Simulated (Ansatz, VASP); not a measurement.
# One calculation of Ti, two programs

```
Ti
1.0
    -1.62775    1.58706    1.62775
     1.62775   -1.58706    1.62775
     1.62775    1.58706   -1.62775
Ti
1
Direct
  0.00000 0.00000 0.00000
```

Change from the starting cell: strain -0.0250 x Voigt [0, 1, 0, 0, 0, 0], atoms carried along.

Alike in both runs: task single point; functional PBE; k mesh 26 × 26 × 26; occupations gaussian, width 0.15 eV; no spin polarisation.

|  | VASP | Ansatz |
| --- | --- | --- |
| version | VASP 6.6.1 | Ansatz 0.2.0 |
| potentials or method | VASP PAW PBE potentials, release 64 (Ti_sv), cutoff 520 eV | scalar-relativistic, plane waves, PAW |
| valence electrons in the cell | 12 | 12 |

|  | VASP | Ansatz | Ansatz less VASP |
| --- | --- | --- | --- |
| gap on the k mesh at the Fermi level (eV) | none | none | - |
| pressure (GPa) | 2.6 | 2.9 | +0.30 |
| traceless stress, the component that is largest in VASP (GPa) | -0.44 | -0.43 | +0.003 |

A gap of «none» marks a metal or a gap that the smearing closes.
